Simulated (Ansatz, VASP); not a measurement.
## BaTiO3: VASP beside Ansatz

Contents of POSCAR:

```
BaTiO3
1.0
    3.9833338700      0.0000000000      0.0000000000
    0.0000000000      2.8625951100      2.8753395300
    0.0000000000     -2.8625951100      2.8753395300
Ba Ti O
1 1 3
Direct
    0.0000000000      0.0034138500      0.0034138500
    0.5000000000      0.5185038200      0.5185038200
    0.5000000000      0.9784256700      0.4913519000
    0.5000000000      0.4913519000      0.9784256700
    0.0000000000      0.4882047600      0.4882047600
```

The input INCAR.step1:

```
PREC = Accurate
ENCUT = 660
ISMEAR = 0
SIGMA = 0.02
LREAL = F
LASPH = T
NELM = 120
GGA = PE
ALGO = Normal
EDIFF = 1E-5
LWAVE = T
LCHARG = F
GGA_COMPAT = F
IBRION = 2
ISIF = 3
EDIFFG = -0.005
NELMIN = 4
NSW = 100
```

File INCAR.step2:

```
PREC = Accurate
ENCUT = 660
EDIFF = 1E-7
ISMEAR = 0
SIGMA = 0.02
LREAL = F
LASPH = T
NELM = 120
ALGO = Normal
ISIF = 3
LWAVE = F
LCHARG = F
METAGGA = R2SCAN
LMIXTAU = T
IBRION = 2
NSW = 100
EDIFFG = -0.002
ISTART = 1
GGA_COMPAT = F
NELMIN = 4
```

File KPOINTS:

```
regular mesh
0
Gamma
  6 6 6
```

Input for Ansatz:

```yaml
crystal:
  lattice:
    - [3.98333387, 0.0, 0.0]
    - [0.0, 2.86259511, 2.87533953]
    - [0.0, -2.86259511, 2.87533953]
  atoms:
    - { symbol: Ba, position: [0.0, 0.00341385, 0.00341385] }
    - { symbol: Ti, position: [0.5, 0.51850382, 0.51850382] }
    - { symbol: O, position: [0.5, 0.97842567, 0.4913519] }
    - { symbol: O, position: [0.5, 0.4913519, 0.97842567] }
    - { symbol: O, position: [0.0, 0.48820476, 0.48820476] }
basis:
  ecutwfc: 500
kpoints:
  mp_grid: { grid: [6, 6, 6] }
hamiltonian:
  xc: r2scan
  pseudopotentials: { kind: paw, azcp: { folder: soft_1 } }
scf:
  occupations: { method: gaussian, width: 0.02 }
output:
  forces: true
  stress: true
  eigenvalues: true
  write_density: true
  write_potential: true
  elf: true
  volumetric_format: npy
relax:
  adjacent_minimum: "off"
  f_tol: 0.002
  max_steps: 80
  cell: { stress_tol: 0.02 }
```

Alike in both runs: task relaxation of cell and atoms; functional r2SCAN; k mesh 6 × 6 × 6; occupations gaussian, width 0.02 eV; no spin polarisation.

```csv
,VASP,Ansatz
version,VASP 6.6.1,Ansatz 0.2.0
potentials or method,"VASP PAW PBE potentials, release 64 (Ba_sv, Ti_sv, O), cutoff 660 eV","scalar-relativistic, plane waves, PAW"
valence electrons in the cell,40,40
```

VASP gave:

| Property | Result |
| --- | --- |
| gap on the k mesh at the Fermi level, each at its own relaxed structure (eV) | 2.57 |
| relaxed volume (Å³/atom) | 13.12 |
| relaxed cell length with the largest relative difference (Å) | 3.979 |

Which values does Ansatz return?

gap on the k mesh at the Fermi level, each at its own relaxed structure (eV): 2.66; relaxed volume (Å³/atom): 13.02; relaxed cell length with the largest relative difference (Å): 3.964.

VASP's potentials were made for PBE, not for r2SCAN.

Neither program's run includes spin-orbit coupling.
